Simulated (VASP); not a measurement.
# C (P6_3/mmc) in VASP: notebook

Runs on C. Level: PBEsol+D3(BJ). Tasks: single point.

All numbers are computed with VASP 6.6.1; they aren't measurements. Logs are shortened: lines on timing, memory, paths and dates and some standing lists are left out, and cuts for length are marked.

### Step 1. The cell of the first run

Symmetry: P6_3/mmc, No. 194, hexagonal system. The conventional cell has a = 2.282 Å, b = 2.282 Å, c = 7.328 Å, α = 90.00°, β = 90.00°, γ = 120.00°. Within 1.8 Å of C (site symmetry -6m2) lie 3 C at 1.32 Å. C (site symmetry -6m2) has 3 C at 1.32 Å within 1.8 Å.

### Step 2. Single point, PBEsol+D3(BJ) (volume 8.263 Å^3 an atom, c/a of the conventional cell 3.2113)

The input, INCAR:

```
ALGO = Normal
EDIFF = 1E-6
ENCUT = 520
GGA = PS
ISIF = 2
ISMEAR = 0
IVDW = 12
LASPH = True
LCHARG = True
LELF = True
LREAL = False
LVHAR = True
LWAVE = False
NBANDS = 16
NELM = 80
PREC = Accurate
SIGMA = 0.15
```

The input, KPOINTS:

```
k-points
0
Gamma
  21 21 8
```

The input, POSCAR:

```
C
1.0
    2.2820688575      0.0000000000      0.0000000000
   -1.1410344287      1.9763296038      0.0000000000
    0.0000000000      0.0000000000      7.3284077220
C
4
Direct
    0.0000000000      0.0000000000      0.0025000000
    0.0000000000      0.0000000000      0.5025000000
    0.3333333333      0.6666666667      0.0025000000
    0.6666666667      0.3333333333      0.5025000000
```

Potentials or basis: VASP PAW PBE potentials, release 64 (C).

Run with:

```bash
> cat potpaw_PBE.64/C/POTCAR > POTCAR
> mpirun -np 1 vasp_std > vasp.out
```

OUTCAR:

```text
EDIFF = 1E-6
   ENCUT = 520
   GGA = PS
   ISIF = 2
   ISMEAR = 0
   IVDW = 12
   LASPH = True
   LREAL = False
   NELM = 80
   PREC = Accurate
 IVDW          = 12

 ion  position               nearest neighbor table
   1  0.000  0.000  0.002-   3 1.32   3 1.32   3 1.32
   2  0.000  0.000  0.502-   4 1.32   4 1.32   4 1.32
   3  0.333  0.667  0.002-   1 1.32   1 1.32   1 1.32
   4  0.667  0.333  0.502-   2 1.32   2 1.32   2 1.32

  LATTYP: Found a hexagonal cell.
 ALAT       =     2.2820688575
 C/A-ratio  =     3.2113000000

  Lattice vectors:

 A1 = (   2.2820688575,   0.0000000000,   0.0000000000)
 A2 = (  -1.1410344287,   1.9763296038,   0.0000000000)
 A3 = (   0.0000000000,   0.0000000000,   7.3284077220)

Analysis of symmetry for initial positions (statically):
=====================================================================
 Subroutine PRICEL returns:
 Original cell was already a primitive cell.

 Routine SETGRP: Setting up the symmetry group for a
 hexagonal supercell.

 Subroutine GETGRP returns: Found 24 space group operations
 (whereof  6 operations were pure point group operations)
 out of a pool of 24 trial point group operations.

The static configuration has the point symmetry C_3v.
 The point group associated with its full space group is D_6h.

Analysis of symmetry for dynamics (positions and initial velocities):
=====================================================================
 Subroutine PRICEL returns:
 Original cell was already a primitive cell.

 Routine SETGRP: Setting up the symmetry group for a
 hexagonal supercell.

 Subroutine GETGRP returns: Found 24 space group operations
 (whereof  6 operations were pure point group operations)
 out of a pool of 24 trial point group operations.

The dynamic configuration has the point symmetry C_3v.
 The point group associated with its full space group is D_6h.

 Subroutine INISYM returns: Found 24 space group operations
 (whereof  6 operations are pure point group operations),
 and found     1 'primitive' translations

----------------------------------------------------------------------------------------

                                     Primitive cell

  volume of cell :      33.0520

  direct lattice vectors                    reciprocal lattice vectors
     2.282068858  0.000000000  0.000000000     0.438198872  0.252994237  0.000000000
    -1.141034429  1.976329604  0.000000000     0.000000000  0.505988474  0.000000000
     0.000000000  0.000000000  7.328407722     0.000000000  0.000000000  0.136455290

  length of vectors
     2.282068858  2.282068857  7.328407722     0.505988474  0.505988474  0.136455290

  position of ions in fractional coordinates (direct lattice)
     0.000000000  0.000000000  0.002500000
     0.000000000  0.000000000  0.502500000
     0.333333333  0.666666667  0.002500000
     0.666666667  0.333333333  0.502500000

  ion indices of the primitive-cell ions
   primitive index   ion index
                 1           1
                 2           2
                 3           3
                 4           4

----------------------------------------------------------------------------------------

 KPOINTS: k-points

Automatic generation of k-mesh.
 Grid dimensions read from file:
 generate k-points for:   21   21    8

 Generating k-lattice:

  Cartesian coordinates                     Fractional coordinates (reciprocal lattice)
     0.020866613  0.012047345  0.000000000     0.047619048  0.000000000  0.000000000
     0.000000000  0.024094689  0.000000000     0.000000000  0.047619048  0.000000000
     0.000000000  0.000000000  0.017056911     0.000000000  0.000000000  0.125000000

  Length of vectors
     0.024094689  0.024094689  0.017056911

  Shift w.r.t. Gamma in fractional coordinates (k-lattice)
     0.000000000  0.000000000  0.000000000

 Subroutine IBZKPT returns following result:
 ===========================================

 Found    240 irreducible k-points:

 Following reciprocal coordinates:
            Coordinates               Weight
  0.000000  0.000000  0.000000      1.000000
  0.047619  0.000000  0.000000      6.000000
  0.095238  0.000000  0.000000      6.000000
  0.142857  0.000000  0.000000      6.000000
  0.190476  0.000000  0.000000      6.000000
  0.238095  0.000000  0.000000      6.000000
[... 16 lines left out ...]
  0.142857  0.095238  0.000000     12.000000
  0.190476  0.095238  0.000000     12.000000
 [... further k-points ...]
   k-points           NKPTS =    240   k-points in BZ     NKDIM =    240   number of bands    NBANDS=     16
   number of dos      NEDOS =    301   number of ions     NIONS =      4
   total plane-waves  NPLWV =  18144
   dimension x,y,z NGX =    18 NGY =   18 NGZ =   56
   dimension x,y,z NGXF=    36 NGYF=   36 NGZF=  112
   ions per type =               4
   NGX,Y,Z   is equivalent  to a cutoff of  13.11, 13.11, 12.70 a.u.
   NGXF,Y,Z  is equivalent  to a cutoff of  26.23, 26.23, 25.41 a.u.
 SYSTEM =  unknown system
   PREC   = accura    normal or accurate (medium, high low for compatibility)
   ISTART =      0    job   : 0-new  1-cont  2-samecut
   ICHARG =      2    charge: 1-file 2-atom 10-const
   ISPIN  =      1    spin polarized calculation?
   LNONCOLLINEAR =      F non collinear calculations
   LSORBIT =      F    spin-orbit coupling
   LASPH  =      T    aspherical Exc in radial PAW
   ENCUT  =  520.0 eV  38.22 Ry    6.18 a.u.   4.24  4.24 13.63*2*pi/ulx,y,z
   NELM   =     80;   NELMIN=  2; NELMDL= -5     # of ELM steps
   EDIFF  = 0.1E-05   stopping-criterion for ELM
   LREAL  =      F    real-space projection
   EDIFFG = 0.1E-04   stopping-criterion for IOM
   NSW    =      0    number of steps for IOM
   IBRION =     -1    ionic relax: 0-MD 1-quasi-New 2-CG
   NFREE  =      0    steps in history (QN), initial steepest desc. (CG)
   ISIF   =      2    stress and relaxation
   ISYM   =      2    0-nonsym 1-usesym 2-fastsym
   POTIM  = 0.5000    time-step for ionic-motion
   TEBEG  =    0.0;   TEEND  =   0.0 temperature during run
   PSTRESS=    0.0 pullay stress
   NELECT =      16.0000    total number of electrons
   NUPDOWN=      -1.0000    fix difference up-down
   EMIN   =  10.00;   EMAX   =-10.00  energy-range for DOS
   EFERMI =   0.00;   METHOD = LEGACY
   ISMEAR =     0;   SIGMA  =   0.15  broadening in eV -4-tet -1-fermi 0-gaus
   EFERMI_NEDOS =   21; number of points for ismear=-14 and -15
   IALGO  =     38    algorithm
   IMIX   =      4    mixing-type and parameters
     AMIX     =   0.40;   BMIX     =  1.00
     AMIX_MAG =   1.60;   BMIX_MAG =  1.00
  volume/ion in A,a.u.               =       8.26        55.76
  Fermi-wavevector in a.u.,A,eV,Ry     =   1.285431  2.429113 22.481368  1.652334
  Thomas-Fermi vector in A             =   2.417566
   LORBIT       =      0    0 simple, 1 ext, 2 COOP (PROOUT), +10 PAW based schemes
   GGA     = PS    functional components
   LHFCALC =     F    Hartree Fock is set to
   AEXX    =    0.0000 exact exchange contribution
   IVDW    =    12    specifies the selected vdW correction
   LEPSILON=     F    determine dielectric tensor
   LRPA    =     F    only Hartree local field effects (RPA)
 non-spin polarized calculation
 Gauss-broadening in eV      SIGMA  =   0.15
  energy-cutoff  :      520.00
  volume of cell :       33.05
 maximum number of plane-waves:       916
 NGX is ok and might be reduce to    18
   NGX =  9   NGY =  9   NGZ = 27

 number of electron      15.9999996 magnetization

 Free energy of the ion-electron system (eV)
  ---------------------------------------------------
  ext. energy  EPLUGINS =         0.00000000
  ---------------------------------------------------
  free energy    TOTEN  =       -36.81568151 eV

  energy without entropy =      -36.81471466  energy(sigma->0) =      -36.81519808

 E-fermi :   5.2613     XC(G=0): -10.3405

 val. band max:        5.2610762005   @ k =   0.3333   0.3333   0.2500
 cond. band min:       5.2641966052   @ k =   0.3333   0.3333   0.3750
 fundamental gap:      0.0031204048
 Fermi energy:         5.2612512968

 k-point     1 :       0.0000    0.0000    0.0000
  band No.  band energies     occupation
      1     -16.2045      2.00000
      2     -16.0722      2.00000
      3      -4.6172      2.00000
      4      -3.5006      2.00000
      5       2.4478      2.00000
      6       2.4478      2.00000
[... 8 lines left out ...]
     15      18.7795      0.00000
     16      19.7893      0.00000

 k-point     2 :       0.0476    0.0000    0.0000
  band No.  band energies     occupation
      1     -16.1432      2.00000
      2     -16.0114      2.00000
      3      -4.5389      2.00000
      4      -3.4246      2.00000
      5       2.2032      2.00000
      6       2.2093      2.00000
[... 8 lines left out ...]
     15      18.8598      0.00000
     16      19.5155      0.00000

 k-point     3 :       0.0952    0.0000    0.0000
  band No.  band energies     occupation
      1     -15.9593      2.00000
      2     -15.8294      2.00000
      3      -4.3045      2.00000
      4      -3.1974      2.00000
      5       1.5144      2.00000
      6       1.5245      2.00000
[... 8 lines left out ...]
     15      18.7546      0.00000
     16      18.8743      0.00000

 k-point     4 :       0.1429    0.0000    0.0000
  band No.  band energies     occupation
      1     -15.6535      2.00000
      2     -15.5264      2.00000
      3      -3.9154      2.00000
      4      -2.8208      2.00000
      5       0.4865      2.00000
      6       0.5022      2.00000
[... 8 lines left out ...]
     15      17.6337      0.00000
     16      17.7675      0.00000
[... 324 lines left out ...]
 k-point    22 :       0.0952    0.0952    0.0000
  band No.  band energies     occupation
      1     -15.4704      2.00000
      2     -15.3450      2.00000
      3      -3.6829      2.00000
      4      -2.5959      2.00000
      5       0.1372      2.00000
      6       0.1470      2.00000
[... 8 lines left out ...]
     15      17.9021      0.00000
     16      17.9239      0.00000

 k-point    23 :       0.1429    0.0952    0.0000
  band No.  band energies     occupation
      1     -15.0444      2.00000
      2     -14.9229      2.00000
      3      -3.1436      2.00000
      4      -2.0755      2.00000
      5      -0.9120      2.00000
      6      -0.8951      2.00000
[... 8 lines left out ...]
     15      19.0212      0.00000
     16      19.0607      0.00000

 k-point    24 :       0.1905    0.0952    0.0000
  band No.  band energies     occupation
      1     -14.4993      2.00000
      2     -14.3826      2.00000
      3      -2.4578      2.00000
      4      -2.1630      2.00000
      5      -2.1363      2.00000
      6      -1.4160      2.00000
[... 8 lines left out ...]
     15      20.3005      0.00000
     16      20.4325      0.00000

 [... further k-points ...]

------------------------ aborting loop because EDIFF is reached ----------------------------------------

 Edisp (eV)   -0.36436

 E8    (eV) :    -0.1768

  FORCE on cell =-STRESS in cart. coord.  units (eV):
  Direction    XX          YY          ZZ          XY          YZ          ZX
  --------------------------------------------------------------------------------------
  -------------------------------------------------------------------------------------
  Total      24.60975    24.60975    -0.47039     0.00000     0.00000     0.00000
  in kB    1192.94384  1192.94384   -22.80177     0.00000     0.00000     0.00000
  external pressure =      787.70 kB  Pullay stress =        0.00 kB

 VOLUME and BASIS-vectors are now :
 -----------------------------------------------------------------------------
  energy-cutoff  :      520.00
  volume of cell :       33.05
      direct lattice vectors                 reciprocal lattice vectors
     2.282068858  0.000000000  0.000000000     0.438198872  0.252994237  0.000000000
    -1.141034429  1.976329604  0.000000000     0.000000000  0.505988474  0.000000000
     0.000000000  0.000000000  7.328407722     0.000000000  0.000000000  0.136455290

 POSITION                                       TOTAL-FORCE (eV/Angst)
 -----------------------------------------------------------------------------------
      0.00000      0.00000      0.01832        -0.000000      0.000000     -0.000000
      0.00000      0.00000      3.68252         0.000000     -0.000000      0.000000
     -0.00000      1.31755      0.01832        -0.000000      0.000000      0.000000
      1.14103      0.65878      3.68252         0.000000     -0.000000     -0.000000
 -----------------------------------------------------------------------------------
    total drift:                                0.000000      0.000000     -0.000032

  FREE ENERGIE OF THE ION-ELECTRON SYSTEM (eV)
  ---------------------------------------------------
  free  energy   TOTEN  =       -37.1800404603 eV

  energy  without entropy=      -37.1790736128  energy(sigma->0) =      -37.17955704
```

Run time: 72 s. Hardware: 1 thread of AMD EPYC 9R45 (Zen 5), shared host; peak memory 0.19 GiB.

What came out:

```
Free energy                : -37.1800 eV
Pressure                   : 78.8 GPa
Band gap on the k mesh     : zero (band 8 reaches 5.26 eV, above the bottom of band 9 at 5.26 eV)
Dispersion energy per atom : -0.091 eV
```

Caveat: the PAW data sets were made with another functional, which shifts forces and pressure a little.

### Step 3. Single point, PBEsol+D3(BJ) (volume 8.263 Å^3 an atom, c/a of the conventional cell 2.5194)

The input, INCAR:

```
SYSTEM = C
PREC = Accurate
ENCUT = 520
EDIFF = 1E-7
ISMEAR = 0
SIGMA = 0.15
LREAL = .FALSE.
LASPH = .TRUE.
NELM = 80
ALGO = Normal
ISIF = 2
LWAVE = .FALSE.
LCHARG = .FALSE.
GGA = PS
IVDW = 12
NBANDS = 16
```

The input, KPOINTS:

```
regular mesh
0
G
  21 21 8
  0 0 0
```

The input, POSCAR:

```
C
1.0
    2.4743245402      0.0000000000      0.0000000000
   -1.2371622701      2.1428279090      0.0000000000
    0.0000000000      0.0000000000      6.2338132465
C
4
Direct
    0.0000000000      0.0000000000      0.0025000000
    0.0000000000      0.0000000000      0.5025000000
    0.3333333333      0.6666666667      0.0025000000
    0.6666666667      0.3333333333      0.5025000000
```

Potentials or basis: VASP PAW PBE potentials, release 64 (C).

Run with:

```bash
> cat potpaw_PBE.64/C/POTCAR > POTCAR
> mpirun -np 1 vasp_std > vasp.out
```

OUTCAR:

```text
SYSTEM = C
   PREC = Accurate
   ENCUT = 520
   EDIFF = 1E-7
   ISMEAR = 0
   LREAL = .FALSE.
   LASPH = .TRUE.
   NELM = 80
   ISIF = 2
   GGA = PS
   IVDW = 12
 IVDW          = 12

 ion  position               nearest neighbor table
   1  0.000  0.000  0.002-   3 1.43   3 1.43   3 1.43
   2  0.000  0.000  0.502-   4 1.43   4 1.43   4 1.43
   3  0.333  0.667  0.002-   1 1.43   1 1.43   1 1.43
   4  0.667  0.333  0.502-   2 1.43   2 1.43   2 1.43

  LATTYP: Found a hexagonal cell.
[... 657 lines left out ...]

 E8    (eV) :    -0.2297

  FORCE on cell =-STRESS in cart. coord.  units (eV):
  Direction    XX          YY          ZZ          XY          YZ          ZX
  --------------------------------------------------------------------------------------
  -------------------------------------------------------------------------------------
  Total      -1.66117    -1.66117     0.54246     0.00000     0.00000     0.00000
  in kB     -80.52415   -80.52415    26.29563     0.00000     0.00000     0.00000
  external pressure =      -44.92 kB  Pullay stress =        0.00 kB

 VOLUME and BASIS-vectors are now :
 -----------------------------------------------------------------------------
  energy-cutoff  :      520.00
  volume of cell :       33.05
      direct lattice vectors                 reciprocal lattice vectors
     2.474324540  0.000000000  0.000000000     0.404150702  0.233336517  0.000000000
    -1.237162270  2.142827909  0.000000000     0.000000000  0.466673033  0.000000000
     0.000000000  0.000000000  6.233813246     0.000000000  0.000000000  0.160415457

 POSITION                                       TOTAL-FORCE (eV/Angst)
 -----------------------------------------------------------------------------------
      0.00000      0.00000      0.01558        -0.000000     -0.000000      0.000000
      0.00000      0.00000      3.13249         0.000000      0.000000     -0.000000
     -0.00000      1.42855      0.01558         0.000000     -0.000000      0.000000
      1.23716      0.71428      3.13249        -0.000000      0.000000      0.000000
 -----------------------------------------------------------------------------------
    total drift:                               -0.000000     -0.000000      0.000021

  FREE ENERGIE OF THE ION-ELECTRON SYSTEM (eV)
  ---------------------------------------------------
  free  energy   TOTEN  =       -38.9893777303 eV

  energy  without entropy=      -38.9885329991  energy(sigma->0) =      -38.98895536
```

stdout:

```text
POSCAR found type information on POSCAR C
 POSCAR found :  1 types and       4 ions
 scaLAPACK will be used
 -----------------------------------------------------------------------------
|                                                                             |
|                                                                             |
|     You enforced a specific xc type in the INCAR file but a different       |
|     I HOPE YOU KNOW WHAT YOU ARE DOING!                                     |
|                                                                             |
 -----------------------------------------------------------------------------

 LDA part: xc-table for (Slater+PW92), standard interpolation
 POSCAR, INCAR and KPOINTS ok, starting setup
 FFT: planning ... GRIDC
 FFT: planning ... GRID_SOFT
 FFT: planning ... GRID
 WAVECAR not read
 entering main loop
```

It took 62 s on 1 thread of AMD EPYC 9R45 (Zen 5), shared host; peak memory 0.19 GiB.

What came out:

| Quantity | Value |
| --- | --- |
| Free energy | -38.9894 eV |
| Pressure | -4.5 GPa |
| Band gap on the k mesh | zero (band 8 reaches 5.20 eV, above the bottom of band 9 at 5.13 eV) |
| Dispersion energy per atom | -0.118 eV |

Stress tensor (GPa, compression positive):
```
-8.05  0.00  0.00
 0.00 -8.05  0.00
 0.00  0.00  2.63
```

Caveat: the PAW data sets were made with another functional, which shifts forces and pressure a little.
